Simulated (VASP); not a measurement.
# ScNbTe3 (R32) in VASP: notebook

The runs below take ScNbTe3 through single point, with PBE.

All numbers are computed with VASP 6.6.1; they aren't measurements. Logs are shortened: lines on timing, memory, paths and dates and some standing lists are left out, and cuts for length are marked.

### 1 The cell of the first run

Symmetry: R32, No. 155, trigonal system. Conventional cell: a = 7.177 Å, b = 7.177 Å, c = 10.560 Å, α = 90.00°, β = 90.00°, γ = 120.00°. Sc (site symmetry 32) has 3 Te at 2.84 Å within 3.7 Å. Within 3.7 Å of Nb (site symmetry 32) lie 6 Te at 2.82 Å. Te (site symmetry 2) has 2 Nb at 2.82 Å and 1 Sc at 2.84 Å and 6 Te at 3.61 to 3.81 Å within 3.9 Å.

### 2 Single point, PBE, collinear spin

Input file INCAR:

```
SYSTEM = ScNbTe3
ALGO = Normal
EDIFF = 1E-6
ENCUT = 520
GGA = PE
ISIF = 2
ISMEAR = 0
ISPIN = 2
LASPH = .True.
LCHARG = .False.
LMAXMIX = 4
LORBIT = 11
LREAL = .False.
LWAVE = .False.
MAGMOM = 1 1 0 0 0
NBANDS = 33
NELM = 150
PREC = Accurate
SIGMA = 0.1
```

Input file KPOINTS:

```
k-points
0
Gamma
  3 3 3
  0 0 0
```

Input file POSCAR:

```
ScNbTe3
1.0
    3.5884028080      2.0717653271      3.5200285353
   -3.5884028080      2.0717653271      3.5200285353
    0.0000000000     -4.1435306543      3.5200285353
Sc Nb Te
1 1 3
Direct
    0.0000000000      0.0000000000      0.0000000000
    0.5000000000      0.5000000000      0.5000000000
    0.0000000000      0.6037949930      0.3962050070
    0.3962050070      0.0000000000      0.6037949930
    0.6037949930      0.3962050070      0.0000000000
```

Potentials or basis: VASP PAW PBE potentials, release 64 (Sc_sv, Nb_sv, Te).

Started as:

```bash
> cat potpaw_PBE.64/Sc_sv/POTCAR potpaw_PBE.64/Nb_sv/POTCAR potpaw_PBE.64/Te/POTCAR > POTCAR
> mpirun -np 1 vasp_std > vasp.out
```

OUTCAR:

```text
SYSTEM = ScNbTe3
   EDIFF = 1E-6
   ENCUT = 520
   GGA = PE
   ISIF = 2
   ISMEAR = 0
   ISPIN = 2
   LASPH = .True.
   LORBIT = 11
   LREAL = .False.
   NELM = 150
   PREC = Accurate

 ion  position               nearest neighbor table
   1  0.000  0.000  0.000-   3 2.84   4 2.84   5 2.84
   2  0.500  0.500  0.500-   3 2.82   4 2.82   5 2.82   5 2.82   4 2.82   3 2.82
   3  0.000  0.604  0.396-   2 2.82   2 2.82   1 2.84   4 3.61   5 3.61
   4  0.396  0.000  0.604-   2 2.82   2 2.82   1 2.84   3 3.61   5 3.61
   5  0.604  0.396  0.000-   2 2.82   2 2.82   1 2.84   4 3.61   3 3.61

  LATTYP: Found a trigonal (rhomboedric) cell.
 ALAT       =     5.4368600472
 COS(alpha) =     0.1287634957

  Lattice vectors:

 A1 = (   3.5884028080,   2.0717653271,   3.5200285353)
 A2 = (  -3.5884028080,   2.0717653271,   3.5200285353)
 A3 = (   0.0000000000,  -4.1435306543,   3.5200285353)

Analysis of symmetry for initial positions (statically):
=====================================================================
 Subroutine PRICEL returns:
 Original cell was already a primitive cell.

 Routine SETGRP: Setting up the symmetry group for a
 trigonal (rhombohedral) supercell.

 Subroutine GETGRP returns: Found  6 space group operations
 (whereof  6 operations were pure point group operations)
 out of a pool of 12 trial point group operations.

The static configuration has the point symmetry D_3 .

Analysis of symmetry for dynamics (positions and initial velocities):
=====================================================================
 Subroutine PRICEL returns:
 Original cell was already a primitive cell.

 Routine SETGRP: Setting up the symmetry group for a
 trigonal (rhombohedral) supercell.

 Subroutine GETGRP returns: Found  6 space group operations
 (whereof  6 operations were pure point group operations)
 out of a pool of 12 trial point group operations.

The dynamic configuration has the point symmetry D_3 .

Analysis of structural, dynamic, and magnetic symmetry:
=====================================================================
 Subroutine PRICEL returns:
 Original cell was already a primitive cell.

 Routine SETGRP: Setting up the symmetry group for a
 trigonal (rhombohedral) supercell.

 Subroutine GETGRP returns: Found  6 space group operations
 (whereof  6 operations were pure point group operations)
 out of a pool of 12 trial point group operations.

The overall configuration has the point symmetry D_3 .

 Subroutine INISYM returns: Found  6 space group operations
 (whereof  6 operations are pure point group operations),
 and found     1 'primitive' translations

----------------------------------------------------------------------------------------

                                     Primitive cell

  volume of cell :     157.0143

  direct lattice vectors                    reciprocal lattice vectors
     3.588402808  2.071765327  3.520028535     0.139337757  0.080446692  0.094696202
    -3.588402808  2.071765327  3.520028535    -0.139337757  0.080446692  0.094696202
     0.000000000 -4.143530654  3.520028535     0.000000000 -0.160893384  0.094696202

  length of vectors
     5.436860047  5.436860047  5.436860047     0.186692398  0.186692398  0.186692398

  position of ions in fractional coordinates (direct lattice)
     0.000000000  0.000000000  0.000000000
     0.500000000  0.500000000  0.500000000
     0.000000000  0.603794993  0.396205007
     0.396205007  0.000000000  0.603794993
     0.603794993  0.396205007  0.000000000

  ion indices of the primitive-cell ions
   primitive index   ion index
                 1           1
                 2           2
                 3           3
                 4           4
                 5           5

----------------------------------------------------------------------------------------

 KPOINTS: k-points

Automatic generation of k-mesh.
 Grid dimensions read from file:
 generate k-points for:    3    3    3

 Generating k-lattice:

  Cartesian coordinates                     Fractional coordinates (reciprocal lattice)
     0.046445919  0.026815564  0.031565401     0.333333333 -0.000000000  0.000000000
    -0.046445919  0.026815564  0.031565401    -0.000000000  0.333333333  0.000000000
     0.000000000 -0.053631128  0.031565401     0.000000000  0.000000000  0.333333333

  Length of vectors
     0.062230799  0.062230799  0.062230799

  Shift w.r.t. Gamma in fractional coordinates (k-lattice)
     0.000000000  0.000000000  0.000000000

 Subroutine IBZKPT returns following result:
 ===========================================

 Found      6 irreducible k-points:

 Following reciprocal coordinates:
            Coordinates               Weight
  0.000000  0.000000  0.000000      1.000000
  0.333333 -0.000000  0.000000      6.000000
  0.333333  0.333333  0.000000      6.000000
 -0.333333  0.333333  0.000000      6.000000
  0.333333  0.333333  0.333333      2.000000
 -0.333333  0.333333  0.333333      6.000000
   k-points           NKPTS =      6   k-points in BZ     NKDIM =      6   number of bands    NBANDS=     33
   number of dos      NEDOS =    301   number of ions     NIONS =      5
   total plane-waves  NPLWV =  64000
   dimension x,y,z NGX =    40 NGY =   40 NGZ =   40
   dimension x,y,z NGXF=    80 NGYF=   80 NGZF=   80
   ions per type =               1   1   3
   NGX,Y,Z   is equivalent  to a cutoff of  12.23, 12.23, 12.23 a.u.
   NGXF,Y,Z  is equivalent  to a cutoff of  24.46, 24.46, 24.46 a.u.
 SYSTEM =  ScNbTe3
   PREC   = accura    normal or accurate (medium, high low for compatibility)
   ISTART =      0    job   : 0-new  1-cont  2-samecut
   ICHARG =      2    charge: 1-file 2-atom 10-const
   ISPIN  =      2    spin polarized calculation?
   LNONCOLLINEAR =      F non collinear calculations
   LSORBIT =      F    spin-orbit coupling
   LASPH  =      T    aspherical Exc in radial PAW
   ENCUT  =  520.0 eV  38.22 Ry    6.18 a.u.  10.11 10.11 10.11*2*pi/ulx,y,z
   NELM   =    150;   NELMIN=  2; NELMDL= -5     # of ELM steps
   EDIFF  = 0.1E-05   stopping-criterion for ELM
   LREAL  =      F    real-space projection
   EDIFFG = 0.1E-04   stopping-criterion for IOM
   NSW    =      0    number of steps for IOM
   IBRION =     -1    ionic relax: 0-MD 1-quasi-New 2-CG
   NFREE  =      0    steps in history (QN), initial steepest desc. (CG)
   ISIF   =      2    stress and relaxation
   ISYM   =      2    0-nonsym 1-usesym 2-fastsym
   POTIM  = 0.5000    time-step for ionic-motion
   TEBEG  =    0.0;   TEEND  =   0.0 temperature during run
   PSTRESS=    0.0 pullay stress
   NELECT =      42.0000    total number of electrons
   NUPDOWN=      -1.0000    fix difference up-down
   EMIN   =  10.00;   EMAX   =-10.00  energy-range for DOS
   EFERMI =   0.00;   METHOD = LEGACY
   ISMEAR =     0;   SIGMA  =   0.10  broadening in eV -4-tet -1-fermi 0-gaus
   EFERMI_NEDOS =   21; number of points for ismear=-14 and -15
   IALGO  =     38    algorithm
   IMIX   =      4    mixing-type and parameters
     AMIX     =   0.40;   BMIX     =  1.00
     AMIX_MAG =   1.60;   BMIX_MAG =  1.00
  volume/ion in A,a.u.               =      31.40       211.92
  Fermi-wavevector in a.u.,A,eV,Ry     =   1.054820  1.993320 15.138447  1.112644
  Thomas-Fermi vector in A             =   2.189994
   LORBIT       =     11    0 simple, 1 ext, 2 COOP (PROOUT), +10 PAW based schemes
   GGA     = PE    functional components
   LHFCALC =     F    Hartree Fock is set to
   AEXX    =    0.0000 exact exchange contribution
   IVDW    =     0    specifies the selected vdW correction
   LEPSILON=     F    determine dielectric tensor
   LRPA    =     F    only Hartree local field effects (RPA)
 spin polarized calculation
 Gauss-broadening in eV      SIGMA  =   0.10
  energy-cutoff  :      520.00
  volume of cell :      157.01
 maximum number of plane-waves:      4249
   NGX = 21   NGY = 21   NGZ = 21

 number of electron      42.0000008 magnetization       1.9998845

 Free energy of the ion-electron system (eV)
  ---------------------------------------------------
  ext. energy  EPLUGINS =         0.00000000
  ---------------------------------------------------
  free energy    TOTEN  =       -26.81743920 eV

  energy without entropy =      -26.80780795  energy(sigma->0) =      -26.81262357

 E-fermi :   5.8424     XC(G=0):  -9.1737

 val. band max:        5.7511772667   @ k =   0.0000   0.0000   0.0000
 cond. band min:       5.9094915074   @ k =   0.3333   0.3333   0.3333
 fundamental gap:      0.1583142407
 Fermi energy:         5.8424457194

 spin component 1

 k-point     1 :       0.0000    0.0000    0.0000
  band No.  band energies     occupation
      1     -49.9644      1.00000
      2     -45.2474      1.00000
      3     -26.1304      1.00000
      4     -26.1129      1.00000
      5     -26.1129      1.00000
      6     -24.0518      1.00000
[... 25 lines left out ...]
     32       9.5819      0.00000
     33       9.6400      0.00000

 k-point     2 :       0.3333   -0.0000    0.0000
  band No.  band energies     occupation
      1     -49.9645      1.00000
      2     -45.2474      1.00000
      3     -26.1307      1.00000
      4     -26.1134      1.00000
      5     -26.1130      1.00000
      6     -24.0519      1.00000
[... 25 lines left out ...]
     32       9.5163      0.00000
     33      10.7026      0.00000
[... 106 lines left out ...]
     32      10.0225      0.00000
     33      10.4427      0.00000

 k-point     6 :      -0.3333    0.3333    0.3333
  band No.  band energies     occupation
      1     -49.9646      1.00000
      2     -45.2474      1.00000
      3     -26.1313      1.00000
      4     -26.1140      1.00000
      5     -26.1137      1.00000
      6     -24.0521      1.00000
[... 25 lines left out ...]
     32      10.3729      0.00000
     33      11.2048      0.00000
 Fermi energy:         5.8424457194

 spin component 2

 k-point     1 :       0.0000    0.0000    0.0000
  band No.  band energies     occupation
      1     -49.1381      1.00000
      2     -44.9791      1.00000
      3     -25.2080      1.00000
      4     -25.1530      1.00000
      5     -25.1530      1.00000
      6     -23.7593      1.00000
[... 25 lines left out ...]
     32       9.9047      0.00000
     33      10.1514      0.00000

 k-point     2 :       0.3333   -0.0000    0.0000
  band No.  band energies     occupation
      1     -49.1382      1.00000
      2     -44.9791      1.00000
      3     -25.2084      1.00000
      4     -25.1536      1.00000
      5     -25.1531      1.00000
      6     -23.7594      1.00000
[... 25 lines left out ...]
     32       9.7161      0.00000
     33      11.0079      0.00000
[... 106 lines left out ...]
     32      10.3825      0.00000
     33      10.8487      0.00000

 k-point     6 :      -0.3333    0.3333    0.3333
  band No.  band energies     occupation
      1     -49.1383      1.00000
      2     -44.9791      1.00000
      3     -25.2091      1.00000
      4     -25.1543      1.00000
      5     -25.1539      1.00000
      6     -23.7596      1.00000
[... 25 lines left out ...]
     32      10.6660      0.00000
     33      11.5887      0.00000

------------------------ aborting loop because EDIFF is reached ----------------------------------------

  FORCE on cell =-STRESS in cart. coord.  units (eV):
  Direction    XX          YY          ZZ          XY          YZ          ZX
  --------------------------------------------------------------------------------------
  -------------------------------------------------------------------------------------
  Total        0.8696598      0.8696598      0.1098964      0.0000000     -0.0000000      0.0000000
  in kB        8.8740282      8.8740282      1.1213850      0.0000000     -0.0000000      0.0000000
  external PRESSURE =       6.2898138 kB  Pullay stress =       0.0000000 kB

 VOLUME and BASIS-vectors are now :
 -----------------------------------------------------------------------------
  energy-cutoff  :      520.00
  volume of cell :      157.01
      direct lattice vectors                 reciprocal lattice vectors
     3.588402808  2.071765327  3.520028535     0.139337757  0.080446692  0.094696202
    -3.588402808  2.071765327  3.520028535    -0.139337757  0.080446692  0.094696202
     0.000000000 -4.143530654  3.520028535     0.000000000 -0.160893384  0.094696202

 POSITION                                       TOTAL-FORCE (eV/Angst)
 -----------------------------------------------------------------------------------
      0.00000      0.00000      0.00000        -0.000000     -0.000000     -0.000000
      0.00000     -0.00000      5.28004        -0.000000     -0.000000     -0.000000
     -2.16666     -0.39077      3.52003        -0.036853      0.063832     -0.000000
      1.42174     -1.68100      3.52003        -0.036853     -0.063832     -0.000000
      0.74492      2.07177      3.52003         0.073706     -0.000000      0.000000
 -----------------------------------------------------------------------------------
    total drift:                               -0.000000      0.000000      0.000000

  FREE ENERGIE OF THE ION-ELECTRON SYSTEM (eV)
  ---------------------------------------------------
  free  energy   TOTEN  =       -26.8174391964 eV

  energy  without entropy=      -26.8078079510  energy(sigma->0) =      -26.81262357

 total charge

# of ion       s       p       d       tot
------------------------------------------
    1        2.184   6.067   0.993   9.245
    2        2.139   5.978   2.490  10.608
    3        1.362   2.043   0.040   3.446
    4        1.362   2.043   0.040   3.446
    5        1.362   2.043   0.040   3.446
--------------------------------------------------
tot          8.409  18.176   3.604  30.189

 magnetization (x)

# of ion       s       p       d       tot
------------------------------------------
    1        0.012   0.007   0.288   0.308
    2        0.018   0.015   1.198   1.231
    3       -0.004  -0.070   0.015  -0.059
    4       -0.004  -0.070   0.015  -0.059
    5       -0.004  -0.070   0.015  -0.059
--------------------------------------------------
tot          0.020  -0.188   1.530   1.362
```

It took 1.9 min on 1 thread of AMD EPYC 7R13, shared host; peak memory 0.27 GiB.

Results:

- Free energy: -26.8174 eV
- Pressure: 0.6 GPa
- Largest force: 0.074 eV/Å
- Band gap on the k mesh: zero (filled and empty bands overlap)
- Net moment: 2.00 μB per cell
- Site moments: Sc +0.31; Nb +1.23; Te -0.06 μB
- Valence electrons inside the program's atomic spheres: Sc 9.24; Nb 10.61; Te 3.45

Forces in eV/Å, atoms in the order of the input:
```
Sc   0.000  0.000  0.000
Nb   0.000  0.000  0.000
Te  -0.037  0.064  0.000
Te  -0.037 -0.064  0.000
Te   0.074  0.000  0.000
```

Levels at points of the mesh, in eV from the Fermi level:
Spin up:
```tsv
k point	band 19	band 20	band 21	band 22	band 23	band 24	band 25	band 26
(0.00, 0.00, 0.00)	-1.73	-0.90	-0.32	-0.09	-0.09	0.18	0.61	0.61
```
Spin down:
```
           k point  band 17  band 18  band 19  band 20  band 21  band 22  band 23  band 24
(0.00, 0.00, 0.00)    -2.74    -1.60    -1.60    -0.35     0.21     0.51     0.52     0.52
```

Caveat: the k points lie up to 0.39 Å⁻¹ apart; spin-orbit coupling is left out, which moves the levels of the heavy elements.

### 3 Single point, PBE, collinear spin

This run uses another cell than the first one, of 31.83 Å³/atom.

Input file INCAR:

```
PREC = Accurate
ENCUT = 520
EDIFF = 1E-7
ISMEAR = 0
SIGMA = 0.1
LREAL = F
LASPH = T
NELM = 150
ALGO = Normal
ISIF = 2
LWAVE = F
LCHARG = F
ISPIN = 2
MAGMOM = 0.31 1.32 0 0 0
LORBIT = 11
LMAXMIX = 4
GGA = PE
NBANDS = 33
```

Input file KPOINTS:

```
regular mesh
0
Gamma
  6 6 6
```

Input file POSCAR:

```
ScNbTe3
1.0
    3.6126936819      2.0857896697      3.5202910062
   -3.6126936819      2.0857896697      3.5202910062
    0.0000000000     -4.1715793395      3.5202910062
Sc Nb Te
1 1 3
Direct
    0.0000000000      0.0000000000      0.0000000000
    0.5000000000      0.5000000000      0.5000000000
    0.0000000000      0.6061030323      0.3938969677
    0.3938969677      0.0000000000      0.6061030323
    0.6061030323      0.3938969677      0.0000000000
```

Potentials or basis: VASP PAW PBE potentials, release 64 (Sc_sv, Nb_sv, Te).

Started as:

```bash
> cat potpaw_PBE.64/Sc_sv/POTCAR potpaw_PBE.64/Nb_sv/POTCAR potpaw_PBE.64/Te/POTCAR > POTCAR
> mpirun -np 1 vasp_std > vasp.out
```

It took 4.5 min on 1 thread of Intel Xeon Platinum 8488C (Sapphire Rapids), shared host; peak memory 0.48 GiB.

It converged, with:

```
Free energy                                           : -26.8762 eV
Pressure                                              : -0.1 GPa
Largest force                                         : 0.013 eV/Å
Band gap on the k mesh                                : zero (filled and empty bands overlap)
Net moment                                            : 2.00 μB per cell
Site moments                                          : Sc +0.28; Nb +1.27; Te -0.06 μB
Valence electrons inside the program's atomic spheres : Sc 9.24; Nb 10.59; Te 3.44
```

Forces on the atoms (eV/Å):
```
Sc   0.000  0.000  0.000
Nb   0.000  0.000  0.000
Te   0.007 -0.012  0.000
Te   0.007  0.012  0.000
Te  -0.013  0.000  0.000
```

Levels at points of the mesh, in eV from the Fermi level:
Spin up:
```csv
k point,band 20,band 21,band 22,band 23,band 24,band 25
"(0.00, 0.00, 0.00)",-0.86,-0.22,-0.06,-0.06,0.19,0.60
"(0.50, 0.00, 0.00)",-1.58,-0.22,-0.15,0.43,0.56,0.93
"(0.50, 0.50, 0.00)",-0.74,-0.48,-0.08,0.40,0.44,0.65
"(0.50, 0.50, 0.50)",-0.98,0.09,0.09,0.35,0.48,0.53
```
Spin down:
```
           k point  band 17  band 18  band 19  band 20  band 21  band 22  band 23  band 24
(0.00, 0.00, 0.00)    -2.74    -1.62    -1.62    -0.25     0.26     0.49     0.54     0.54
(0.50, 0.00, 0.00)    -2.43    -1.69    -1.64    -1.21     0.48     0.55     0.90     0.95
(0.50, 0.50, 0.00)    -2.57    -2.16    -1.86    -0.40     0.40     0.64     0.70     0.96
(0.50, 0.50, 0.50)    -2.75    -2.75    -0.78    -0.78     0.51     0.51     0.74     1.40
```

Caveat: spin-orbit coupling is left out, which moves the levels of the heavy elements.
